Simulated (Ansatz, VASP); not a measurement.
# One calculation of RuBrCl3, two programs

```
Ru Br Cl
1.0
     5.20269    0.00000    0.00000
     0.00000    5.20269    0.00000
     0.00000    0.00000    5.20269
Ru Br Cl
1 1 3
Cartesian
  2.6013 2.6013 2.6013
  0.0000 0.0000 0.0000
  0.0000 2.6013 2.6013
  2.6013 0.0000 2.6013
  2.6013 2.6013 0.0000
```

Change from the starting cell: species swapped into the Yb3SnO type (Pm-3m, No. 221).

Alike in both runs: task relaxation of cell and atoms; functional PBE; k mesh 4 × 4 × 4; occupations gaussian, width 0.1 eV; collinear spin.

```csv
,VASP,Ansatz
version,VASP 6.6.1,Ansatz 0.2.0
potentials or method,"VASP PAW PBE potentials, release 64 (Ru_pv, Br, Cl), cutoff 600 eV","scalar-relativistic, plane waves, PAW"
valence electrons in the cell,42,44
```

VASP gave:

- gap on the k mesh at the Fermi level, each at its own relaxed structure (eV): none
- net moment per atom (μB): 0.22
- size of the moment on the site where the two differ most (μB): 1.13
- relaxed volume (Å³/atom): 21.85
- relaxed length of the cell vector where the two differ most in proportion (Å): 4.780

Question: What did Ansatz give for the same quantities?

Answer: gap on the k mesh at the Fermi level, each at its own relaxed structure (eV): none; net moment per atom (μB): 0.22; size of the moment on the site where the two differ most (μB): 0.99; relaxed volume (Å³/atom): 21.88; relaxed length of the cell vector where the two differ most in proportion (Å): 4.783.

Site moments also hang on the region over which each program counts them. A gap of «none» marks a metal or a gap that the smearing closes. VASP's potentials hold 42 valence electrons a cell and Ansatz's 44, so a difference there can come from the potentials and not from the codes.

Noted on VASP's run: the volume moved by over 15 % at a fixed basis, so the end points are rough.
